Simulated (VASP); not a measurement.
Input of a VASP 6.6.1 run:

INCAR

```
PREC = Accurate ; ENCUT = 520
EDIFF = 1E-7 ; ISMEAR = -1
SIGMA = 0.05 ; LREAL = F
LASPH = T ; NELM = 150
ALGO = Normal ; ISIF = 2
LWAVE = F ; LCHARG = F
ISPIN = 2 ; MAGMOM = 0 0 0 1
LORBIT = 11 ; LMAXMIX = 4
GGA = PS ; NBANDS = 32
```

KPOINTS

```
regular mesh
0
Gamma
  7 7 7
```

The input POSCAR:

```
NiPt3
1.0
    3.8291630916      0.0000000000      0.0000000000
    0.0000000000      3.8291630916      0.0000000000
    0.0000000000      0.0000000000      3.8291630916
Pt Ni
3 1
Direct
    0.5000000000      0.5000000000      0.0000000000
    0.5000000000      0.0000000000      0.5000000000
    0.0000000000      0.5000000000      0.5000000000
    0.0000000000      0.0000000000      0.0000000000
```

Potentials or basis: VASP PAW PBE potentials, release 64 (Pt, Ni).

Run with:

```bash
$ cat potpaw_PBE.64/Pt/POTCAR potpaw_PBE.64/Ni/POTCAR > POTCAR
$ mpirun -np 1 vasp_std > vasp.out
```

**Question.** Estimate the net moment.

**Answer.** 0.85 μB per cell.

**Question.** What does it give for the site moments?

**Answer.** Pt +0.09; Ni +0.58 μB.

**Question.** Predict the pressure.

**Answer.** -1.5 GPa.

Caveat: the PAW data sets were made with another functional, which shifts forces and pressure a little.
